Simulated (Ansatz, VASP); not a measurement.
# Two plane-wave programs on SiN2

```
Si N
1.0
     1.43805   -2.69066    0.00000
     1.43805    2.69066    0.00000
     0.00000    0.00000    9.25272
Si N
2 4
Direct
  0.77180 0.22820 0.76179
  0.22820 0.77180 0.26179
  0.91600 0.08400 0.32993
  0.08400 0.91600 0.82993
  0.77347 0.22653 0.15864
  0.22653 0.77347 0.65864
```

Change from the starting cell: the structure that the rattled 2H molybdenite type (P6_3/mmc, No. 194) fell into.

Alike in both runs: functional PBE; k mesh 10 × 10 × 4; occupations gaussian, width 0.02 eV; no spin polarisation.

Ansatz relaxed the structure, and its values are those at the end. VASP's run is a single point on that final structure, the one shown.

|  | VASP | Ansatz |
| --- | --- | --- |
| version | VASP 6.6.1 | Ansatz 0.2.0 |
| potentials or method | VASP PAW PBE potentials, release 64 (Si, N), cutoff 520 eV | scalar-relativistic, plane waves, PAW |
| valence electrons in the cell | 28 | 28 |

Ansatz gave:

* gap on the k mesh at the Fermi level (eV): 2.78
* least direct gap on the mesh (eV): 2.91
* pressure (GPa): 0.0
* rms of the force components (eV/Å): 0.004

Q: Which values does VASP return?

A: gap on the k mesh at the Fermi level (eV): 2.77; least direct gap on the mesh (eV): 2.91; pressure (GPa): -0.1; rms of the force components (eV/Å): 0.018.
